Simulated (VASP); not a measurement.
# SrO (P-6m2) in VASP: notebook

Runs on SrO. Level: PBE. Tasks: relaxation of cell and atoms.

Everything below comes from runs of VASP 6.6.1. Logs are shortened: lines on timing, memory, paths and dates and some standing lists are left out, and cuts for length are marked.

## 1. The cell of the first run

The structure is hexagonal, space group P-6m2 (No. 187). The conventional cell has a = 3.533 Å, b = 3.533 Å, c = 3.208 Å, α = 90.00°, β = 90.00°, γ = 120.00°. Sr (site symmetry -6m2) has 6 O at 2.59 Å and 8 Sr at 3.21 to 3.53 Å within 3.6 Å. Within 3.6 Å of O (site symmetry -6m2) lie 6 Sr at 2.59 Å and 8 O at 3.21 to 3.53 Å.

The cell was built from a structure type or drawn by symmetry, and may not be a known phase.

## 2. Relaxation of cell and atoms, PBE

INCAR reads:

```
SYSTEM = SrO
  ALGO = Normal
  EDIFF = 1E-7
  EDIFFG = -0.04
  ENCUT = 600
  GGA = PE
  GGA_COMPAT = .FALSE.
  IBRION = 2
  ISIF = 3
  ISMEAR = 0
  LASPH = .TRUE.
  LCHARG = .FALSE.
  LREAL = .FALSE.
  LWAVE = .FALSE.
  NELM = 120
  NELMIN = 4
  NSW = 90
  PREC = Accurate
  SIGMA = 0.1
```

KPOINTS reads:

```
k-points
0
G
  6 6 6
  0 0 0
```

POSCAR reads:

```
SrO
1.0
    3.5325566186      0.0000000000      0.0000000000
   -1.7662783093      3.0592837720      0.0000000000
    0.0000000000      0.0000000000      3.2075938623
Sr O
1 1
Direct
    0.0000000000      0.0000000000      0.5000000000
    0.3333333333      0.6666666667      0.0000000000
```

Potentials or basis: VASP PAW PBE potentials, release 64 (Sr_sv, O).

On the command line:

```bash
$ cat potpaw_PBE.64/Sr_sv/POTCAR potpaw_PBE.64/O/POTCAR > POTCAR
$ mpirun -np 1 vasp_std > vasp.out
```

OUTCAR:

```text
SYSTEM = SrO
   EDIFF = 1E-7
   EDIFFG = -0.04
   ENCUT = 600
   GGA = PE
   IBRION = 2
   ISIF = 3
   ISMEAR = 0
   LASPH = .TRUE.
   LREAL = .FALSE.
   NELM = 120
   NELMIN = 4
   NSW = 90
   PREC = Accurate

 ion  position               nearest neighbor table
   1  0.000  0.000  0.500-   2 2.59   2 2.59   2 2.59   2 2.59   2 2.59   2 2.59
   2  0.333  0.667  0.000-   1 2.59   1 2.59   1 2.59   1 2.59   1 2.59   1 2.59

  LATTYP: Found a hexagonal cell.
 ALAT       =     3.5325566186
 C/A-ratio  =     0.9080091867

  Lattice vectors:

 A1 = (   3.5325566186,   0.0000000000,   0.0000000000)
 A2 = (  -1.7662783093,   3.0592837720,   0.0000000000)
 A3 = (   0.0000000000,   0.0000000000,   3.2075938623)

Analysis of symmetry for initial positions (statically):
=====================================================================
 Subroutine PRICEL returns:
 Original cell was already a primitive cell.

 Routine SETGRP: Setting up the symmetry group for a
 hexagonal supercell.

 Subroutine GETGRP returns: Found 12 space group operations
 (whereof 12 operations were pure point group operations)
 out of a pool of 24 trial point group operations.

The static configuration has the point symmetry D_3h.

Analysis of symmetry for dynamics (positions and initial velocities):
=====================================================================
 Subroutine PRICEL returns:
 Original cell was already a primitive cell.

 Routine SETGRP: Setting up the symmetry group for a
 hexagonal supercell.

 Subroutine GETGRP returns: Found 12 space group operations
 (whereof 12 operations were pure point group operations)
 out of a pool of 24 trial point group operations.

The dynamic configuration has the point symmetry D_3h.

 Subroutine INISYM returns: Found 12 space group operations
 (whereof 12 operations are pure point group operations),
 and found     1 'primitive' translations

----------------------------------------------------------------------------------------

                                     Primitive cell

  volume of cell :      34.6648

  direct lattice vectors                    reciprocal lattice vectors
     3.532556619  0.000000000  0.000000000     0.283081096  0.163436947  0.000000000
    -1.766278309  3.059283772  0.000000000     0.000000000  0.326873894  0.000000000
     0.000000000  0.000000000  3.207593862     0.000000000  0.000000000  0.311760168

  length of vectors
     3.532556619  3.532556619  3.207593862     0.326873894  0.326873894  0.311760168

  position of ions in fractional coordinates (direct lattice)
     0.000000000  0.000000000  0.500000000
     0.333333333  0.666666667  0.000000000

  ion indices of the primitive-cell ions
   primitive index   ion index
                 1           1
                 2           2

----------------------------------------------------------------------------------------

 KPOINTS: k-points

Automatic generation of k-mesh.
 Grid dimensions read from file:
 generate k-points for:    6    6    6

 Generating k-lattice:

  Cartesian coordinates                     Fractional coordinates (reciprocal lattice)
     0.047180183  0.027239491  0.000000000     0.166666667  0.000000000  0.000000000
     0.000000000  0.054478982  0.000000000     0.000000000  0.166666667  0.000000000
     0.000000000  0.000000000  0.051960028     0.000000000  0.000000000  0.166666667

  Length of vectors
     0.054478982  0.054478982  0.051960028

  Shift w.r.t. Gamma in fractional coordinates (k-lattice)
     0.000000000  0.000000000  0.000000000

 Subroutine IBZKPT returns following result:
 ===========================================

 Found     28 irreducible k-points:

 Following reciprocal coordinates:
            Coordinates               Weight
  0.000000  0.000000  0.000000      1.000000
  0.166667 -0.000000  0.000000      6.000000
  0.333333 -0.000000  0.000000      6.000000
  0.500000 -0.000000  0.000000      3.000000
  0.166667  0.166667  0.000000      6.000000
  0.333333  0.166667  0.000000     12.000000
[... 16 lines left out ...]
  0.166667 -0.000000  0.500000      6.000000
  0.333333 -0.000000  0.500000      6.000000
 [... further k-points ...]
   k-points           NKPTS =     28   k-points in BZ     NKDIM =     28   number of bands    NBANDS=     12
   number of dos      NEDOS =    301   number of ions     NIONS =      2
   total plane-waves  NPLWV =  21952
   dimension x,y,z NGX =    28 NGY =   28 NGZ =   28
   dimension x,y,z NGXF=    56 NGYF=   56 NGZF=   56
   ions per type =               1   1
   NGX,Y,Z   is equivalent  to a cutoff of  13.18, 13.18, 14.51 a.u.
   NGXF,Y,Z  is equivalent  to a cutoff of  26.35, 26.35, 29.02 a.u.
 SYSTEM =  SrO
   PREC   = accura    normal or accurate (medium, high low for compatibility)
   ISTART =      0    job   : 0-new  1-cont  2-samecut
   ICHARG =      2    charge: 1-file 2-atom 10-const
   ISPIN  =      1    spin polarized calculation?
   LNONCOLLINEAR =      F non collinear calculations
   LSORBIT =      F    spin-orbit coupling
   LASPH  =      T    aspherical Exc in radial PAW
   ENCUT  =  600.0 eV  44.10 Ry    6.64 a.u.   7.06  7.06  6.41*2*pi/ulx,y,z
   NELM   =    120;   NELMIN=  4; NELMDL= -5     # of ELM steps
   EDIFF  = 0.1E-06   stopping-criterion for ELM
   LREAL  =      F    real-space projection
   EDIFFG = -.4E-01   stopping-criterion for IOM
   NSW    =     90    number of steps for IOM
   IBRION =      2    ionic relax: 0-MD 1-quasi-New 2-CG
   NFREE  =      1    steps in history (QN), initial steepest desc. (CG)
   ISIF   =      3    stress and relaxation
   ISYM   =      2    0-nonsym 1-usesym 2-fastsym
   POTIM  = 0.5000    time-step for ionic-motion
   TEBEG  =    0.0;   TEEND  =   0.0 temperature during run
   PSTRESS=    0.0 pullay stress
   NELECT =      16.0000    total number of electrons
   NUPDOWN=      -1.0000    fix difference up-down
   EMIN   =  10.00;   EMAX   =-10.00  energy-range for DOS
   EFERMI =   0.00;   METHOD = LEGACY
   ISMEAR =     0;   SIGMA  =   0.10  broadening in eV -4-tet -1-fermi 0-gaus
   EFERMI_NEDOS =   21; number of points for ismear=-14 and -15
   IALGO  =     38    algorithm
   IMIX   =      4    mixing-type and parameters
     AMIX     =   0.40;   BMIX     =  1.00
     AMIX_MAG =   1.60;   BMIX_MAG =  1.00
  volume/ion in A,a.u.               =      17.33       116.96
  Fermi-wavevector in a.u.,A,eV,Ry     =   1.265179  2.390842 21.778554  1.600679
  Thomas-Fermi vector in A             =   2.398446
   LORBIT       =      0    0 simple, 1 ext, 2 COOP (PROOUT), +10 PAW based schemes
   GGA     = PE    functional components
   LHFCALC =     F    Hartree Fock is set to
   AEXX    =    0.0000 exact exchange contribution
   IVDW    =     0    specifies the selected vdW correction
   LEPSILON=     F    determine dielectric tensor
   LRPA    =     F    only Hartree local field effects (RPA)
 conjugate gradient relaxation of ions
 non-spin polarized calculation
 Gauss-broadening in eV      SIGMA  =   0.10
  energy-cutoff  :      600.00
  volume of cell :       34.66
 maximum number of plane-waves:      1173
   NGX = 15   NGY = 15   NGZ = 13

--------------------------------------- Ionic step        1  -------------------------------------------

 number of electron      15.9999996 magnetization

 Free energy of the ion-electron system (eV)
  ---------------------------------------------------
  ext. energy  EPLUGINS =         0.00000000
  ---------------------------------------------------
  free energy    TOTEN  =       -11.64226021 eV

  energy without entropy =      -11.64226021  energy(sigma->0) =      -11.64226021

------------------------ aborting loop because EDIFF is reached ----------------------------------------

  FORCE on cell =-STRESS in cart. coord.  units (eV):
  Direction    XX          YY          ZZ          XY          YZ          ZX
  --------------------------------------------------------------------------------------
  -------------------------------------------------------------------------------------
  Total        0.1003464      0.1003464      0.1014444      0.0000000      0.0000000      0.0000000
  in kB        4.6379284      4.6379284      4.6886764      0.0000000      0.0000000      0.0000000
  external PRESSURE =       4.6548444 kB  Pullay stress =       0.0000000 kB

 VOLUME and BASIS-vectors are now :
 -----------------------------------------------------------------------------
  energy-cutoff  :      600.00
  volume of cell :       34.66
      direct lattice vectors                 reciprocal lattice vectors
     3.532556619  0.000000000  0.000000000     0.283081096  0.163436947  0.000000000
    -1.766278309  3.059283772  0.000000000     0.000000000  0.326873894  0.000000000
     0.000000000  0.000000000  3.207593862     0.000000000  0.000000000  0.311760168

 POSITION                                       TOTAL-FORCE (eV/Angst)
 -----------------------------------------------------------------------------------
      0.00000      0.00000      1.60380        -0.000000      0.000000      0.000000
     -0.00000      2.03952      0.00000         0.000000      0.000000      0.000000
 -----------------------------------------------------------------------------------
    total drift:                                0.000000     -0.000000     -0.000000

  FREE ENERGIE OF THE ION-ELECTRON SYSTEM (eV)
  ---------------------------------------------------
  free  energy   TOTEN  =       -11.6422602113 eV

  energy  without entropy=      -11.6422602113  energy(sigma->0) =      -11.64226021

--------------------------------------- Ionic step        2  -------------------------------------------

 number of electron      15.9999996 magnetization

 Free energy of the ion-electron system (eV)
  ---------------------------------------------------
  ext. energy  EPLUGINS =         0.00000000
  ---------------------------------------------------
  free energy    TOTEN  =       -11.64253051 eV

  energy without entropy =      -11.64253051  energy(sigma->0) =      -11.64253051

 E-fermi :   2.4851     XC(G=0):  -9.8874

 val. band max:        1.9984325845   @ k =   0.0000   0.0000   0.0000
 cond. band min:       4.7735650713   @ k =   0.0000   0.0000   0.0000
 fundamental gap:      2.7751324868
 Fermi energy:         2.4851390345

 k-point     1 :       0.0000    0.0000    0.0000
  band No.  band energies     occupation
      1     -31.2567      2.00000
      2     -13.4017      2.00000
      3     -12.9018      2.00000
      4     -12.9018      2.00000
      5     -12.6689      2.00000
      6       1.1965      2.00000
      7       1.1965      2.00000
      8       1.9984      2.00000
      9       4.7736      0.00000
     10       5.9305      0.00000
     11       9.5731      0.00000
     12       9.5731      0.00000

 k-point     2 :       0.1667   -0.0000    0.0000
  band No.  band energies     occupation
      1     -31.2272      2.00000
      2     -14.0322      2.00000
      3     -12.9609      2.00000
      4     -12.6338      2.00000
      5     -12.3914      2.00000
      6       0.6818      2.00000
      7       1.3117      2.00000
      8       1.8409      2.00000
      9       5.4713      0.00000
     10       6.7040      0.00000
     11       8.8891      0.00000
     12       9.9976      0.00000
[... 301 lines left out ...]
 k-point    23 :       0.1667   -0.0000    0.5000
  band No.  band energies     occupation
      1     -31.0708      2.00000
      2     -15.0443      2.00000
      3     -12.9837      2.00000
      4     -12.7942      2.00000
      5     -11.7240      2.00000
      6      -0.1841      2.00000
      7       1.2046      2.00000
      8       1.2446      2.00000
      9       6.9580      0.00000
     10       8.3418      0.00000
     11       9.0899      0.00000
     12       9.8386      0.00000

 k-point    24 :       0.3333   -0.0000    0.5000
  band No.  band energies     occupation
      1     -31.0192      2.00000
      2     -14.5395      2.00000
      3     -13.4259      2.00000
      4     -12.8889      2.00000
      5     -12.3521      2.00000
      6       0.2549      2.00000
      7       0.8870      2.00000
      8       0.8883      2.00000
      9       6.8112      0.00000
     10       8.0150      0.00000
     11      10.8521      0.00000
     12      10.9280      0.00000

 [... further k-points ...]

------------------------ aborting loop because EDIFF is reached ----------------------------------------

  FORCE on cell =-STRESS in cart. coord.  units (eV):
  Direction    XX          YY          ZZ          XY          YZ          ZX
  --------------------------------------------------------------------------------------
  -------------------------------------------------------------------------------------
  Total       -0.0169283     -0.0169283     -0.0433499      0.0000000     -0.0000000      0.0000000
  in kB       -0.7767360     -0.7767360     -1.9890643      0.0000000     -0.0000000      0.0000000
  external PRESSURE =      -1.1808454 kB  Pullay stress =       0.0000000 kB

 VOLUME and BASIS-vectors are now :
 -----------------------------------------------------------------------------
  energy-cutoff  :      600.00
  volume of cell :       34.92
      direct lattice vectors                 reciprocal lattice vectors
     3.541107129  0.000000000  0.000000000     0.282397556  0.163042305  0.000000000
    -1.770553565  3.066688732  0.000000000     0.000000000  0.326084610  0.000000000
     0.000000000  0.000000000  3.215442757    -0.000000000 -0.000000000  0.310999161

 POSITION                                       TOTAL-FORCE (eV/Angst)
 -----------------------------------------------------------------------------------
      3.54111      0.00000      1.60772        -0.000000      0.000000     -0.000000
     -0.00000      2.04446      0.00000         0.000000     -0.000000      0.000000
 -----------------------------------------------------------------------------------
    total drift:                                0.000000     -0.000000     -0.000000

  FREE ENERGIE OF THE ION-ELECTRON SYSTEM (eV)
  ---------------------------------------------------
  free  energy   TOTEN  =       -11.6425305110 eV

  energy  without entropy=      -11.6425305110  energy(sigma->0) =      -11.64253051

 reached required accuracy - stopping structural energy minimisation
```

Run time: 19 s. Hardware: 1 thread of Intel Xeon Platinum 8375C at 2.90GHz (Ice Lake), shared host; peak memory 0.17 GiB.

What came out:

```yaml
Free_energy: -11.6425 eV
Relaxed_volume: 17.46 Å³/atom
Relaxed_cell: a = 3.541 Å, b = 3.541 Å, c = 3.215 Å, α = 90.00°, β = 90.00°, γ = 120.00°
Space_group_after_relaxing_to_0.1_Å: P-6m2 (No. 187)
Energy_gained_by_relaxing: 0.1 meV/atom
Ionic_steps: 2
Pressure_after_relaxing: -0.1 GPa
Band_gap_on_the_k_mesh: 2.78 eV
```

Stress tensor (GPa, compression positive):
```
-0.08  0.00  0.00
 0.00 -0.08  0.00
 0.00  0.00 -0.20
```

Step by step:
```tsv
step	energy change (eV)	largest force (eV/Å)	pressure (GPa)	volume (Å³)
1	0.0000	0.0000	0.47	34.66
2	-0.0003	0.0000	-0.12	34.92
```

Final structure:
```yaml
crystal:
  lattice:
    - [3.54111, 0.00000, 0.00000]
    - [-1.77055, 3.06669, 0.00000]
    - [0.00000, 0.00000, 3.21544]
  atoms:
    - { symbol: Sr, position: [0.00000, 0.00000, 0.50000] }
    - { symbol: O, position: [0.33333, 0.66667, 0.00000] }
```

Levels at points of the mesh, in eV from the valence-band top:
| k point | band 6 | band 7 | band 8 | band 9 | band 10 | band 11 |
| --- | --- | --- | --- | --- | --- | --- |
| (0.00, 0.00, 0.00) | -0.80 | -0.80 | 0.00 | 2.78 | 3.93 | 7.57 |
| (0.50, 0.00, 0.00) | -2.09 | -0.61 | -0.40 | 3.48 | 6.61 | 8.96 |
| (0.00, 0.00, 0.50) | -2.50 | -0.62 | -0.62 | 5.95 | 6.41 | 6.41 |
| (0.50, 0.00, 0.50) | -1.63 | -1.32 | -1.25 | 5.07 | 6.15 | 9.23 |

## 3. Relaxation of cell and atoms, PBE

INCAR reads:

```
PREC = Accurate
ENCUT = 600
EDIFF = 1E-7
ISMEAR = 0
SIGMA = 0.02
LREAL = F
LASPH = T
NELM = 120
ALGO = Normal
ISIF = 3
LWAVE = F
LCHARG = F
GGA = PE
IBRION = 2
NSW = 100
EDIFFG = -0.01
GGA_COMPAT = F
NELMIN = 4
```

KPOINTS reads:

```
Automatic mesh
0
Gamma
  6 6 8
```

POSCAR is that of step 2.

Potentials or basis: VASP PAW PBE potentials, release 64 (Sr_sv, O).

On the command line:

```bash
$ cat potpaw_PBE.64/Sr_sv/POTCAR potpaw_PBE.64/O/POTCAR > POTCAR
$ mpirun -np 1 vasp_std > vasp.out
```

It took 28 s on 1 thread of Intel Xeon Platinum 8375C at 2.90GHz (Ice Lake), shared host; peak memory 0.17 GiB.

The run converged. Its results:

```yaml
Free_energy: -11.6426 eV
Relaxed_volume: 17.43 Å³/atom
Relaxed_cell: a = 3.539 Å, b = 3.539 Å, c = 3.214 Å, α = 90.00°, β = 90.00°, γ = 120.00°
Space_group_after_relaxing_to_0.1_Å: P-6m2 (No. 187)
Energy_gained_by_relaxing: 0.1 meV/atom
Ionic_steps: 3
Pressure_after_relaxing: 0.0 GPa
Band_gap_on_the_k_mesh: 2.78 eV
```

Stress tensor (GPa, compression positive):
```
 0.03  0.00  0.00
 0.00  0.03  0.00
 0.00  0.00 -0.06
```

Step by step:
| step | energy change (eV) | largest force (eV/Å) | pressure (GPa) | volume (Å³) |
| --- | --- | --- | --- | --- |
| 1 | 0.0000 | 0.0000 | 0.46 | 34.66 |
| 2 | -0.0003 | 0.0000 | -0.12 | 34.92 |
| 3 | -0.0003 | 0.0000 | 0.00 | 34.87 |

Final structure:
```cif
data_structure
_symmetry_space_group_name_H-M 'P 1'
_symmetry_Int_Tables_number 1
_cell_length_a 3.5393
_cell_length_b 3.5393
_cell_length_c 3.2138
_cell_angle_alpha 90.000
_cell_angle_beta 90.000
_cell_angle_gamma 120.000
_cell_volume 34.87
loop_
_atom_site_label
_atom_site_type_symbol
_atom_site_fract_x
_atom_site_fract_y
_atom_site_fract_z
_atom_site_occupancy
Sr1 Sr 0.00000 0.00000 0.50000 1
O1 O 0.33333 0.66667 0.00000 1
```

Levels at points of the mesh, in eV from the valence-band top:
| k point | band 5 | band 6 | band 7 | band 8 | band 9 | band 10 | band 11 | band 12 |
| --- | --- | --- | --- | --- | --- | --- | --- | --- |
| (0.00, 0.00, 0.00) | -14.66 | -0.80 | -0.80 | 0.00 | 2.78 | 3.94 | 7.58 | 7.58 |
| (0.50, 0.00, 0.00) | -13.82 | -2.09 | -0.61 | -0.40 | 3.48 | 6.62 | 8.97 | 9.27 |
| (0.00, 0.00, 0.50) | -13.46 | -2.50 | -0.62 | -0.62 | 5.96 | 6.41 | 6.41 | 7.69 |
| (0.50, 0.00, 0.50) | -14.82 | -1.63 | -1.32 | -1.26 | 5.07 | 6.16 | 9.24 | 10.49 |
